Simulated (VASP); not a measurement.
# C in VASP: single point with PBE

Aim: the single point of C with PBE.

All numbers are computed with VASP 6.6.1; they aren't measurements. Logs are shortened: lines on timing, memory, paths and dates and some standing lists are left out, and cuts for length are marked.

### Step 1. The cell of the first run

The cell holds a wire or tube with vacuum around it, 28 atoms: a = 14.000 Å, b = 14.200 Å, c = 4.270 Å, α = 90.00°, β = 90.00°, γ = 90.00°.

### Step 2. Single point, PBE

INCAR

```
PREC     = Accurate       # precision mode
ENCUT    = 520            # plane-wave cutoff, eV
EDIFF    = 1E-6           # SCF threshold, eV
ISMEAR   = 0              # smearing method
SIGMA    = 0.05           # smearing width, eV
LREAL    = Auto         
LASPH    = T              # aspherical terms in the spheres
NELM     = 60             # most SCF steps
ALGO     = Normal         # electronic algorithm
ISIF     = 2              # what is computed and relaxed
LWAVE    = F              # write WAVECAR
LCHARG   = F              # write CHGCAR
GGA      = PE             # functional
NBANDS   = 76             # bands
```

KPOINTS

```
Automatic mesh
0
Gamma
  1 1 18
```

POSCAR

```
C
1.0
   14.0000000000      0.0000000000      0.0000000000
    0.0000000000     14.2000000000      0.0000000000
    0.0000000000      0.0000000000      4.2701803237
C
28
Direct
    0.6997093416      0.5000000000      0.6661830316
    0.6245176054      0.6539466345      0.6661830391
    0.6799319021      0.5854330985      0.1661822922
    0.4555591473      0.6919726793      0.6661821168
    0.5444408527      0.6919726793      0.1661821168
    0.3200680979      0.5854330985      0.6661822922
    0.3754823946      0.6539466345      0.1661830391
    0.3200680979      0.4145669015      0.6661822922
    0.3002906584      0.5000000000      0.1661830316
    0.4555591473      0.3080273207      0.6661821168
    0.3754823946      0.3460533655      0.1661830391
    0.6245176054      0.3460533655      0.6661830391
    0.5444408527      0.3080273207      0.1661821168
    0.6799319021      0.4145669015      0.1661822922
    0.6799319021      0.5854330985      0.8338177078
    0.6997093416      0.5000000000      0.3338169684
    0.5444408527      0.6919726793      0.8338178832
    0.6245176054      0.6539466345      0.3338169609
    0.3754823946      0.6539466345      0.8338169609
    0.4555591473      0.6919726793      0.3338178832
    0.3002906584      0.5000000000      0.8338169684
    0.3200680979      0.5854330985      0.3338177078
    0.3754823946      0.3460533655      0.8338169609
    0.3200680979      0.4145669015      0.3338177078
    0.5444408527      0.3080273207      0.8338178832
    0.4555591473      0.3080273207      0.3338178832
    0.6799319021      0.4145669015      0.8338177078
    0.6245176054      0.3460533655      0.3338169609
```

Potentials or basis: VASP PAW PBE potentials, release 64 (C).

Command:

```sh
cat potpaw_PBE.64/C/POTCAR > POTCAR
mpirun -np 1 vasp_std > vasp.out
```

OUTCAR:

```text
PREC = Accurate
   ENCUT = 520
   EDIFF = 1E-6
   ISMEAR = 0
   LREAL = Auto
   LASPH = T
   NELM = 60
   ISIF = 2
   GGA = PE

 ion  position               nearest neighbor table
   1  0.700  0.500  0.666-  16 1.42  15 1.44  27 1.44
   2  0.625  0.654  0.666-  18 1.42  17 1.44  15 1.44
   3  0.680  0.585  0.166-  15 1.42  18 1.44  16 1.44
   4  0.456  0.692  0.666-  20 1.42  19 1.44  17 1.44
   5  0.544  0.692  0.166-  17 1.42  18 1.44  20 1.44
   6  0.320  0.585  0.666-  22 1.42  19 1.44  21 1.44
[... 20 lines left out ...]
  27  0.680  0.415  0.834-  14 1.42  12 1.44   1 1.44
  28  0.625  0.346  0.334-  12 1.42  13 1.44  14 1.44

  LATTYP: Found a simple orthorhombic cell.
 ALAT       =     4.2701803237
 B/A-ratio  =     3.2785500702
 C/A-ratio  =     3.3253864998

  Lattice vectors:

 A1 = (   0.0000000000,   0.0000000000,   4.2701803237)
 A2 = (  14.0000000000,   0.0000000000,   0.0000000000)
 A3 = (   0.0000000000,  14.2000000000,   0.0000000000)

Analysis of symmetry for initial positions (statically):
=====================================================================
 Subroutine PRICEL returns:
 Original cell was already a primitive cell.

 Routine SETGRP: Setting up the symmetry group for a
 simple orthorhombic supercell.

 Subroutine GETGRP returns: Found  8 space group operations
 (whereof  4 operations were pure point group operations)
 out of a pool of  8 trial point group operations.

The static configuration has the point symmetry C_2v.
 The point group associated with its full space group is D_2h.

Analysis of symmetry for dynamics (positions and initial velocities):
=====================================================================
 Subroutine PRICEL returns:
 Original cell was already a primitive cell.

 Routine SETGRP: Setting up the symmetry group for a
 simple orthorhombic supercell.

 Subroutine GETGRP returns: Found  8 space group operations
 (whereof  4 operations were pure point group operations)
 out of a pool of  8 trial point group operations.

The dynamic configuration has the point symmetry C_2v.
 The point group associated with its full space group is D_2h.

 Subroutine INISYM returns: Found  8 space group operations
 (whereof  4 operations are pure point group operations),
 and found     1 'primitive' translations

----------------------------------------------------------------------------------------

                                     Primitive cell

  volume of cell :     848.9118

  direct lattice vectors                    reciprocal lattice vectors
    14.000000000  0.000000000  0.000000000     0.071428571  0.000000000  0.000000000
     0.000000000 14.200000000  0.000000000     0.000000000  0.070422535  0.000000000
     0.000000000  0.000000000  4.270180324     0.000000000  0.000000000  0.234182148

  length of vectors
    14.000000000 14.200000000  4.270180324     0.071428571  0.070422535  0.234182148

  position of ions in fractional coordinates (direct lattice)
     0.699709342  0.500000000  0.666183032
     0.624517605  0.653946635  0.666183039
     0.679931902  0.585433098  0.166182292
     0.455559147  0.691972679  0.666182117
     0.544440853  0.691972679  0.166182117
     0.320068098  0.585433098  0.666182292
[... 20 lines left out ...]
     0.679931902  0.414566902  0.833817708
     0.624517605  0.346053365  0.333816961

  ion indices of the primitive-cell ions
   primitive index   ion index
                 1           1
                 2           2
                 3           3
                 4           4
                 5           5
                 6           6
[... 20 lines left out ...]
                27          27
                28          28

----------------------------------------------------------------------------------------

 KPOINTS: Automatic mesh

Automatic generation of k-mesh.
 Grid dimensions read from file:
 generate k-points for:    1    1   18

 Generating k-lattice:

  Cartesian coordinates                     Fractional coordinates (reciprocal lattice)
     0.071428571  0.000000000  0.000000000     1.000000000  0.000000000  0.000000000
     0.000000000  0.070422535  0.000000000     0.000000000  1.000000000  0.000000000
     0.000000000  0.000000000  0.013010119     0.000000000  0.000000000  0.055555556

  Length of vectors
     0.071428571  0.070422535  0.013010119

  Shift w.r.t. Gamma in fractional coordinates (k-lattice)
     0.000000000  0.000000000  0.000000000

 Subroutine IBZKPT returns following result:
 ===========================================

 Found     10 irreducible k-points:

 Following reciprocal coordinates:
            Coordinates               Weight
  0.000000  0.000000  0.000000      1.000000
  0.000000  0.000000  0.055556      2.000000
  0.000000  0.000000  0.111111      2.000000
  0.000000  0.000000  0.166667      2.000000
  0.000000  0.000000  0.222222      2.000000
  0.000000  0.000000  0.277778      2.000000
  0.000000  0.000000  0.333333      2.000000
  0.000000  0.000000  0.388889      2.000000
  0.000000  0.000000  0.444444      2.000000
  0.000000  0.000000  0.500000      1.000000
   k-points           NKPTS =     10   k-points in BZ     NKDIM =     10   number of bands    NBANDS=     76
   number of dos      NEDOS =    301   number of ions     NIONS =     28
   total plane-waves  NPLWV = 373248
   dimension x,y,z NGX =   108 NGY =  108 NGZ =   32
   dimension x,y,z NGXF=   216 NGYF=  216 NGZF=   64
   ions per type =              28
   NGX,Y,Z   is equivalent  to a cutoff of  12.82, 12.64, 12.46 a.u.
   NGXF,Y,Z  is equivalent  to a cutoff of  25.65, 25.29, 24.92 a.u.
 SYSTEM =  unknown system
   PREC   = accura    normal or accurate (medium, high low for compatibility)
   ISTART =      0    job   : 0-new  1-cont  2-samecut
   ICHARG =      2    charge: 1-file 2-atom 10-const
   ISPIN  =      1    spin polarized calculation?
   LNONCOLLINEAR =      F non collinear calculations
   LSORBIT =      F    spin-orbit coupling
   LASPH  =      T    aspherical Exc in radial PAW
   ENCUT  =  520.0 eV  38.22 Ry    6.18 a.u.  26.03 26.40  7.94*2*pi/ulx,y,z
   NELM   =     60;   NELMIN=  2; NELMDL= -5     # of ELM steps
   EDIFF  = 0.1E-05   stopping-criterion for ELM
   LREAL  =      T    real-space projection
   EDIFFG = 0.1E-04   stopping-criterion for IOM
   NSW    =      0    number of steps for IOM
   IBRION =     -1    ionic relax: 0-MD 1-quasi-New 2-CG
   NFREE  =      0    steps in history (QN), initial steepest desc. (CG)
   ISIF   =      2    stress and relaxation
   ISYM   =      2    0-nonsym 1-usesym 2-fastsym
   POTIM  = 0.5000    time-step for ionic-motion
   TEBEG  =    0.0;   TEEND  =   0.0 temperature during run
   PSTRESS=    0.0 pullay stress
   NELECT =     112.0000    total number of electrons
   NUPDOWN=      -1.0000    fix difference up-down
   EMIN   =  10.00;   EMAX   =-10.00  energy-range for DOS
   EFERMI =   0.00;   METHOD = LEGACY
   ISMEAR =     0;   SIGMA  =   0.05  broadening in eV -4-tet -1-fermi 0-gaus
   EFERMI_NEDOS =   21; number of points for ismear=-14 and -15
   IALGO  =     38    algorithm
   IMIX   =      4    mixing-type and parameters
     AMIX     =   0.40;   BMIX     =  1.00
     AMIX_MAG =   1.60;   BMIX_MAG =  1.00
  volume/ion in A,a.u.               =      30.32       204.60
  Fermi-wavevector in a.u.,A,eV,Ry     =   0.833412  1.574921  9.450284  0.694576
  Thomas-Fermi vector in A             =   1.946632
   LORBIT       =      0    0 simple, 1 ext, 2 COOP (PROOUT), +10 PAW based schemes
   GGA     = PE    functional components
   LHFCALC =     F    Hartree Fock is set to
   AEXX    =    0.0000 exact exchange contribution
   IVDW    =     0    specifies the selected vdW correction
   LEPSILON=     F    determine dielectric tensor
   LRPA    =     F    only Hartree local field effects (RPA)
 non-spin polarized calculation
 Gauss-broadening in eV      SIGMA  =   0.05
  energy-cutoff  :      520.00
  volume of cell :      848.91
 maximum number of plane-waves:     22920
 NGX is ok and might be reduce to   108
   NGX = 53   NGY = 53   NGZ = 15

 number of electron     111.9999999 magnetization

 Free energy of the ion-electron system (eV)
  ---------------------------------------------------
  ext. energy  EPLUGINS =         0.00000000
  ---------------------------------------------------
  free energy    TOTEN  =      -251.04159047 eV

  energy without entropy =     -251.04151445  energy(sigma->0) =     -251.04155246

 E-fermi :  -2.0548     XC(G=0):  -3.7808

 val. band max:       -2.1594392597   @ k =   0.0000   0.0000   0.0000
 cond. band min:      -1.9579426422   @ k =   0.0000   0.0000   0.0000
 fundamental gap:      0.2014966175
 Fermi energy:        -2.0547960550

 k-point     1 :       0.0000    0.0000    0.0000
  band No.  band energies     occupation
      1     -21.5356      2.00000
      2     -21.1002      2.00000
      3     -21.1000      2.00000
      4     -19.8648      2.00000
      5     -19.8648      2.00000
      6     -17.9825      2.00000
[... 60 lines left out ...]
     67       2.5311      0.00000
     68       2.7658      0.00000

 k-point     2 :       0.0000    0.0000    0.0556
  band No.  band energies     occupation
      1     -21.5172      2.00000
      2     -21.0819      2.00000
      3     -21.0818      2.00000
      4     -19.8469      2.00000
      5     -19.8469      2.00000
      6     -17.9653      2.00000
[... 60 lines left out ...]
     67       2.5539      0.00000
     68       2.7183      0.00000

 k-point     3 :       0.0000    0.0000    0.1111
  band No.  band energies     occupation
      1     -21.4621      2.00000
      2     -21.0272      2.00000
      3     -21.0270      2.00000
      4     -19.7931      2.00000
      5     -19.7931      2.00000
      6     -17.9135      2.00000
[... 486 lines left out ...]
     67       2.8345      0.00000
     68       2.8389      0.00000

 k-point    10 :       0.0000    0.0000    0.5000
  band No.  band energies     occupation
      1     -20.0606      2.00000
      2     -20.0606      2.00000
      3     -19.6362      2.00000
      4     -19.6362      2.00000
      5     -19.6360      2.00000
      6     -19.6360      2.00000
[... 60 lines left out ...]
     67       2.5321      0.00000
     68       2.5321      0.00000
 [bands above 68 left out]

------------------------ aborting loop because EDIFF is reached ----------------------------------------

  FORCE on cell =-STRESS in cart. coord.  units (eV):
  Direction    XX          YY          ZZ          XY          YZ          ZX
  --------------------------------------------------------------------------------------
  -------------------------------------------------------------------------------------
  Total        0.5359716      0.4907849      1.0889163      0.0000000      0.0000000      0.0000000
  in kB        1.0115557      0.9262733      2.0551451      0.0000000      0.0000000      0.0000000
  external PRESSURE =       1.3309914 kB  Pullay stress =       0.0000000 kB

 VOLUME and BASIS-vectors are now :
 -----------------------------------------------------------------------------
  energy-cutoff  :      520.00
  volume of cell :      848.91
      direct lattice vectors                 reciprocal lattice vectors
    14.000000000  0.000000000  0.000000000     0.071428571  0.000000000  0.000000000
     0.000000000 14.200000000  0.000000000     0.000000000  0.070422535  0.000000000
     0.000000000  0.000000000  4.270180324     0.000000000  0.000000000  0.234182148

 POSITION                                       TOTAL-FORCE (eV/Angst)
 -----------------------------------------------------------------------------------
      9.79593      7.10000      2.84472         0.015990      0.000000      0.007156
      8.74325      9.28604      2.84472         0.010883      0.011198      0.007691
      9.51905      8.31315      0.70963         0.012716      0.015462      0.003465
      6.37783      9.82601      2.84472         0.000143      0.011281      0.004469
      7.62217      9.82601      0.70963        -0.000143      0.011281      0.004469
      4.48095      8.31315      2.84472        -0.012716      0.015462      0.003465
[... 20 lines left out ...]
      9.51905      5.88685      3.56055         0.012716     -0.015462     -0.003465
      8.74325      4.91396      1.42546         0.010883     -0.011198     -0.007691
 -----------------------------------------------------------------------------------
    total drift:                                0.000000     -0.000000     -0.000000

  FREE ENERGIE OF THE ION-ELECTRON SYSTEM (eV)
  ---------------------------------------------------
  free  energy   TOTEN  =      -251.0415904682 eV

  energy  without entropy=     -251.0415144550  energy(sigma->0) =     -251.04155246
```

It took 17 min on 1 thread of Intel Xeon Platinum 8259CL at 2.50GHz (Skylake/Cascade Lake), shared host; peak memory 0.91 GiB.

What came out:

```yaml
Free_energy: -251.0416 eV
Largest_force: 0.020 eV/Å
```

Forces on the atoms (eV/Å):
```
C    0.016  0.000  0.007
C    0.011  0.011  0.008
C    0.013  0.015  0.003
C    0.000  0.011  0.004
C    0.000  0.011  0.004
C   -0.013  0.015  0.003
C   -0.011  0.011  0.008
C   -0.013 -0.015  0.003
C   -0.016  0.000  0.007
C    0.000 -0.011  0.004
C   -0.011 -0.011  0.008
C    0.011 -0.011  0.008
C    0.000 -0.011  0.004
C    0.013 -0.015  0.003
C    0.013  0.015 -0.003
C    0.016  0.000 -0.007
C    0.000  0.011 -0.004
C    0.011  0.011 -0.008
C   -0.011  0.011 -0.008
C    0.000  0.011 -0.004
C   -0.016  0.000 -0.007
C   -0.013  0.015 -0.003
C   -0.011 -0.011 -0.008
C   -0.013 -0.015 -0.003
C    0.000 -0.011 -0.004
C    0.000 -0.011 -0.004
C    0.013 -0.015 -0.003
C    0.011 -0.011 -0.008
```
